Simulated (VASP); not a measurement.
# In3As (Pm-3m) in VASP: a series of runs

Runs on In3As. Level: PBEsol. Tasks: single point.

Everything below comes from runs of VASP 6.6.1. Logs are shortened: lines on timing, memory, paths and dates and some standing lists are left out, and cuts for length are marked.

### 1 The cell of the first run

It takes space group Pm-3m (No. 221, cubic). The conventional cell has a = 4.763 Å, b = 4.763 Å, c = 4.763 Å, α = 90.00°, β = 90.00°, γ = 90.00°. Within 4.4 Å of In (site symmetry 4/mmm) lie 8 In at 3.37 Å and 4 As at 3.37 Å. As (site symmetry m-3m) has 12 In at 3.37 Å within 4.4 Å.

### 2 Single point, PBEsol

INCAR

```
SYSTEM = In3As
PREC     = Accurate       ! precision mode
ENCUT    = 520            ! plane-wave cutoff, eV
EDIFF    = 1E-6           ! SCF threshold, eV
ISMEAR   = -1             ! smearing method
SIGMA    = 0.05           ! smearing width, eV
LREAL    = .FALSE.        ! projectors in reciprocal space
LASPH    = .TRUE.         ! aspherical terms in the spheres
NELM     = 60             ! most SCF steps
ALGO     = Normal         ! electronic algorithm
ISIF     = 2              ! what is computed and relaxed
LWAVE    = .FALSE.        ! write WAVECAR
LCHARG   = .TRUE.         ! write CHGCAR
GGA      = PS             ! functional
LELF     = .TRUE.         ! ELF
LVHAR    = .TRUE.       
NBANDS   = 30             ! bands
```

KPOINTS

```
Automatic mesh
0
G
  6 6 6
  0 0 0
```

POSCAR

```
In3As
1.0
    4.7633058499      0.0000000000      0.0000000000
    0.0000000000      4.7633058499      0.0000000000
    0.0000000000      0.0000000000      4.7633058499
In As
3 1
Direct
    0.5000000000      0.5000000000      0.0000000000
    0.5000000000      0.0000000000      0.5000000000
    0.0000000000      0.5000000000      0.5000000000
    0.0000000000      0.0000000000      0.0000000000
```

Potentials or basis: VASP PAW PBE potentials, release 64 (In_d, As).

Launch:

```sh
cat potpaw_PBE.64/In_d/POTCAR potpaw_PBE.64/As/POTCAR > POTCAR
mpirun -np 1 vasp_std > vasp.out
```

OUTCAR:

```text
SYSTEM = In3As
   PREC = Accurate
   ENCUT = 520
   EDIFF = 1E-6
   ISMEAR = -1
   LREAL = .FALSE.
   LASPH = .TRUE.
   NELM = 60
   ISIF = 2
   GGA = PS

 ion  position               nearest neighbor table
   1  0.500  0.500  0.000-   2 3.37   3 3.37   4 3.37   2 3.37   3 3.37   2 3.37   4 3.37   2 3.37
                             3 3.37   4 3.37   3 3.37   4 3.37
   2  0.500  0.000  0.500-   1 3.37   3 3.37   4 3.37   1 3.37   4 3.37   1 3.37   3 3.37   1 3.37
                             3 3.37   4 3.37   4 3.37   3 3.37
   3  0.000  0.500  0.500-   1 3.37   2 3.37   4 3.37   1 3.37   4 3.37   2 3.37   4 3.37   4 3.37
                             1 3.37   2 3.37   1 3.37   2 3.37
   4  0.000  0.000  0.000-   1 3.37   2 3.37   3 3.37   2 3.37   3 3.37   1 3.37   3 3.37   3 3.37
                             1 3.37   2 3.37   2 3.37   1 3.37

  LATTYP: Found a simple cubic cell.
 ALAT       =     4.7633058499

  Lattice vectors:

 A1 = (   4.7633058499,   0.0000000000,   0.0000000000)
 A2 = (   0.0000000000,   4.7633058499,   0.0000000000)
 A3 = (   0.0000000000,   0.0000000000,   4.7633058499)

Analysis of symmetry for initial positions (statically):
=====================================================================
 Subroutine PRICEL returns:
 Original cell was already a primitive cell.

 Routine SETGRP: Setting up the symmetry group for a
 simple cubic supercell.

 Subroutine GETGRP returns: Found 48 space group operations
 (whereof 48 operations were pure point group operations)
 out of a pool of 48 trial point group operations.

The static configuration has the point symmetry O_h .

Analysis of symmetry for dynamics (positions and initial velocities):
=====================================================================
 Subroutine PRICEL returns:
 Original cell was already a primitive cell.

 Routine SETGRP: Setting up the symmetry group for a
 simple cubic supercell.

 Subroutine GETGRP returns: Found 48 space group operations
 (whereof 48 operations were pure point group operations)
 out of a pool of 48 trial point group operations.

The dynamic configuration has the point symmetry O_h .

 Subroutine INISYM returns: Found 48 space group operations
 (whereof 48 operations are pure point group operations),
 and found     1 'primitive' translations

----------------------------------------------------------------------------------------
[... 90 lines left out ...]
   ENCUT  =  520.0 eV  38.22 Ry    6.18 a.u.   8.86  8.86  8.86*2*pi/ulx,y,z
   NELM   =     60;   NELMIN=  2; NELMDL= -5     # of ELM steps
   EDIFF  = 0.1E-05   stopping-criterion for ELM
   LREAL  =      F    real-space projection
   EDIFFG = 0.1E-04   stopping-criterion for IOM
   NSW    =      0    number of steps for IOM
   IBRION =     -1    ionic relax: 0-MD 1-quasi-New 2-CG
   NFREE  =      0    steps in history (QN), initial steepest desc. (CG)
   ISIF   =      2    stress and relaxation
   ISYM   =      2    0-nonsym 1-usesym 2-fastsym
   POTIM  = 0.5000    time-step for ionic-motion
   TEBEG  =    0.0;   TEEND  =   0.0 temperature during run
   PSTRESS=    0.0 pullay stress
   NELECT =      44.0000    total number of electrons
   NUPDOWN=      -1.0000    fix difference up-down
   EMIN   =  10.00;   EMAX   =-10.00  energy-range for DOS
   EFERMI =   0.00;   METHOD = LEGACY
   ISMEAR =    -1;   SIGMA  =   0.05  broadening in eV -4-tet -1-fermi 0-gaus
   EFERMI_NEDOS =   21; number of points for ismear=-14 and -15
   IALGO  =     38    algorithm
   IMIX   =      4    mixing-type and parameters
     AMIX     =   0.40;   BMIX     =  1.00
     AMIX_MAG =   1.60;   BMIX_MAG =  1.00
  volume/ion in A,a.u.               =      27.02       182.33
  Fermi-wavevector in a.u.,A,eV,Ry     =   1.213344  2.292888 20.030545  1.472203
  Thomas-Fermi vector in A             =   2.348799
   LORBIT       =      0    0 simple, 1 ext, 2 COOP (PROOUT), +10 PAW based schemes
   GGA     = PS    functional components
   LHFCALC =     F    Hartree Fock is set to
   AEXX    =    0.0000 exact exchange contribution
   IVDW    =     0    specifies the selected vdW correction
   LEPSILON=     F    determine dielectric tensor
   LRPA    =     F    only Hartree local field effects (RPA)
 non-spin polarized calculation
  energy-cutoff  :      520.00
  volume of cell :      108.08
 maximum number of plane-waves:      2945
 NGX is ok and might be reduce to    36
   NGX = 17   NGY = 17   NGZ = 17

 number of electron      44.0000049 magnetization

 Free energy of the ion-electron system (eV)
  ---------------------------------------------------
  ext. energy  EPLUGINS =         0.00000000
  ---------------------------------------------------
  free energy    TOTEN  =       -13.58903073 eV

  energy without entropy =      -13.57519535  energy(sigma->0) =      -13.58211304

 E-fermi :   5.8110     XC(G=0): -10.0209

 val. band max:        5.6404112799   @ k =   0.5000   0.1667   0.1667
 cond. band min:       5.8160854820   @ k =   0.3333   0.3333   0.3333
 fundamental gap:      0.1756742021
 Fermi energy:         5.8110480136

 k-point     1 :       0.0000    0.0000    0.0000
  band No.  band energies     occupation
      1      -8.6591      2.00000
      2      -8.6518      2.00000
      3      -8.6518      2.00000
      4      -8.6518      2.00000
      5      -8.4947      2.00000
      6      -8.4947      2.00000
[... 649 lines left out ...]
     29      14.5090      0.00000
     30      14.5097      0.00000

------------------------ aborting loop because EDIFF is reached ----------------------------------------

  FORCE on cell =-STRESS in cart. coord.  units (eV):
  Direction    XX          YY          ZZ          XY          YZ          ZX
  --------------------------------------------------------------------------------------
  -------------------------------------------------------------------------------------
  Total       -2.9031049     -2.9031049     -2.9031049      0.0000000     -0.0000000     -0.0000000
  in kB      -43.0375855    -43.0375855    -43.0375855      0.0000000     -0.0000000     -0.0000000
  external PRESSURE =     -43.0375855 kB  Pullay stress =       0.0000000 kB

 VOLUME and BASIS-vectors are now :
 -----------------------------------------------------------------------------
  energy-cutoff  :      520.00
  volume of cell :      108.08
      direct lattice vectors                 reciprocal lattice vectors
     4.763305850  0.000000000  0.000000000     0.209938230  0.000000000  0.000000000
     0.000000000  4.763305850  0.000000000     0.000000000  0.209938230  0.000000000
     0.000000000  0.000000000  4.763305850     0.000000000  0.000000000  0.209938230

 POSITION                                       TOTAL-FORCE (eV/Angst)
 -----------------------------------------------------------------------------------
      2.38165      2.38165      0.00000         0.000000      0.000000      0.000000
      2.38165      0.00000      2.38165         0.000000      0.000000      0.000000
      0.00000      2.38165      2.38165         0.000000      0.000000      0.000000
      0.00000      0.00000      0.00000         0.000000      0.000000      0.000000
 -----------------------------------------------------------------------------------
    total drift:                                0.000000      0.000000      0.000000

  FREE ENERGIE OF THE ION-ELECTRON SYSTEM (eV)
  ---------------------------------------------------
  free  energy   TOTEN  =       -13.5890307301 eV

  energy  without entropy=      -13.5751953456  energy(sigma->0) =      -13.58211304
```

Run time: 22 s. Hardware: 1 thread of Intel Xeon 6975P-C (Granite Rapids), shared host; peak memory 0.22 GiB.

What came out:

* Free energy: -13.5890 eV
* Pressure: -4.3 GPa
* Band gap on the k mesh: zero (band 22 reaches 6.21 eV, above the bottom of band 23 at 2.72 eV)

Caveat: the PAW data sets were made with another functional, which shifts forces and pressure a little; spin-orbit coupling is left out, which moves the levels of the heavy elements.

### 3 Single point, PBEsol

This run uses another cell than the first one, of 18.05 Å³/atom, 0.668 times its volume.

INCAR

```
ALGO = Normal ; EDIFF = 1E-6
ENCUT = 520 ; GGA = PS
ISIF = 2 ; ISMEAR = -1
LASPH = T ; LCHARG = F
LREAL = F ; LWAVE = F
NBANDS = 30 ; NELM = 60
PREC = Accurate ; SIGMA = 0.05
```

KPOINTS

```
k-points
0
Gamma
  6 6 6
```

POSCAR

```
In3As
1.0
    4.1638973905      0.0000000000      0.0000000000
    0.0000000000      4.1638973905      0.0000000000
    0.0000000000      0.0000000000      4.1638973905
In As
3 1
Direct
    0.5000000000      0.5000000000      0.0000000000
    0.5000000000      0.0000000000      0.5000000000
    0.0000000000      0.5000000000      0.5000000000
    0.0000000000      0.0000000000      0.0000000000
```

Potentials or basis: VASP PAW PBE potentials, release 64 (In_d, As).

Launch:

```sh
cat potpaw_PBE.64/In_d/POTCAR potpaw_PBE.64/As/POTCAR > POTCAR
mpirun -np 1 vasp_std > vasp.out
```

Wall time 16 s (1 thread of AMD EPYC 9R45 (Zen 5), shared host); peak memory 0.15 GiB.

Results (log left out):

```
Free energy            : -12.0474 eV
Pressure               : 30.2 GPa
Band gap on the k mesh : zero (band 22 reaches 12.26 eV, above the bottom of band 23 at 6.46 eV)
```

Levels at points of the mesh, in eV from the Fermi level:
```csv
k point,band 19,band 20,band 21,band 22,band 23,band 24,band 25,band 26
"(0.00, 0.00, 0.00)",-4.79,-4.79,-1.73,-1.73,2.13,2.13,2.13,5.07
"(0.50, 0.00, 0.00)",-2.79,-2.79,-0.99,-0.99,-0.43,-0.28,0.58,5.77
"(0.50, 0.50, 0.00)",-7.85,-1.49,-0.90,0.95,0.95,1.51,1.51,2.25
"(0.50, 0.50, 0.50)",-6.38,-5.42,-4.86,-4.86,-4.86,6.19,6.19,6.19
```

Caveat: the PAW data sets were made with another functional, which shifts forces and pressure a little; spin-orbit coupling is left out, which moves the levels of the heavy elements.

### 4 Single point, PBEsol

This run uses another cell than the first one, of 19.22 Å³/atom, 0.711 times its volume.

INCAR

```
PREC = Accurate
ENCUT = 520
EDIFF = 1E-7
ISMEAR = -1
SIGMA = 0.05
LREAL = False
LASPH = True
NELM = 100
ALGO = Normal
ISIF = 2
LWAVE = False
LCHARG = False
GGA = PS
NBANDS = 30
```

KPOINTS

```
regular mesh
0
Gamma
  6 6 6
```

POSCAR

```
In3As
1.0
    4.2523517704      0.0000000000      0.0000000000
    0.0000000000      4.2523517704      0.0000000000
    0.0000000000      0.0000000000      4.2523517704
In As
3 1
Direct
    0.5000000000      0.5000000000      0.0000000000
    0.5000000000      0.0000000000      0.5000000000
    0.0000000000      0.5000000000      0.5000000000
    0.0000000000      0.0000000000      0.0000000000
```

Launch:

```sh
cat potpaw_PBE.64/In_d/POTCAR potpaw_PBE.64/As/POTCAR > POTCAR
mpirun -np 1 vasp_std > vasp.out
```

Run time: 18 s. Hardware: 1 thread of AMD EPYC 9R45 (Zen 5), shared host; peak memory 0.15 GiB.

It converged, with:

* Free energy: -12.7801 eV
* Pressure: 20.1 GPa
* Band gap on the k mesh: zero (band 22 reaches 11.18 eV, above the bottom of band 23 at 5.56 eV)

Levels at points of the mesh, in eV from the Fermi level:
| k point | band 19 | band 20 | band 21 | band 22 | band 23 | band 24 | band 25 | band 26 |
| --- | --- | --- | --- | --- | --- | --- | --- | --- |
| (0.00, 0.00, 0.00) | -4.37 | -4.37 | -1.72 | -1.72 | 2.15 | 2.15 | 2.15 | 5.00 |
| (0.50, 0.00, 0.00) | -2.53 | -2.53 | -0.77 | -0.77 | -0.44 | -0.33 | 0.78 | 5.57 |
| (0.50, 0.50, 0.00) | -7.40 | -1.34 | -0.79 | 0.86 | 0.86 | 1.62 | 1.62 | 2.20 |
| (0.50, 0.50, 0.50) | -5.86 | -4.97 | -4.71 | -4.71 | -4.71 | 5.91 | 5.91 | 5.91 |

Caveat: the PAW data sets were made with another functional, which shifts forces and pressure a little; spin-orbit coupling is left out, which moves the levels of the heavy elements.

### 5 Summary

```csv
cell,gap on the mesh (eV),pressure (GPa)
"a = 4.763 Å, 4 atoms",none,-4.3
"a = 4.164 Å, 4 atoms",none,30.2
"a = 4.252 Å, 4 atoms",none,20.1
```

Alike in all rows: task single point; level PBEsol; potentials or basis VASP PAW PBE potentials, release 64 (In_d, As); no spin polarisation; k mesh 6 × 6 × 6; cutoff (eV) 520; smearing fermi-dirac 0.05 eV.

Caveats: the PAW data sets were made with another functional, which shifts forces and pressure a little; spin-orbit coupling is left out, which moves the levels of the heavy elements.

Total energies depend on the potentials used, so only differences within one code and one set of settings carry meaning.
